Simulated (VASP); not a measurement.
GaP, 2 atoms in the cell. It takes space group F-43m (No. 216, cubic). The conventional cell has a = 5.522 Å, b = 5.522 Å, c = 5.522 Å, α = 90.00°, β = 90.00°, γ = 90.00°. Ga (site symmetry -43m) has 4 P at 2.39 Å within 3.2 Å. P (site symmetry -43m) has 4 Ga at 2.39 Å within 3.2 Å. 

```yaml
Program: VASP 6.6.1
Task: single point
Functional: PBE
Dispersion: D4
Potentials_or_basis: VASP PAW PBE potentials, release 64 (Ga_d, P)
Cutoff: 520 eV
k_mesh: 8 × 8 × 8
Occupations: fermi-dirac, width 0.05 eV
Spin: no spin polarisation
Dipole_correction: no
Further_INCAR_settings: ALGO = Normal; EDIFF = 1e-07; NBANDS = 16
```

Potentials or basis: VASP PAW PBE potentials, release 64 (Ga_d, P).

Run with:

```console
$ cat potpaw_PBE.64/Ga_d/POTCAR potpaw_PBE.64/P/POTCAR > POTCAR
$ mpirun -np 1 vasp_std > vasp.out
```

Hardware: 1 thread of Intel Xeon 8259CL (shared host).

Q: Estimate the wall time of this run.

A: Run time: 41 s on 1 thread of Intel Xeon 8259CL, on a shared host, peak memory 0.17 GiB. Counts: scf iterations 14, k points 29.
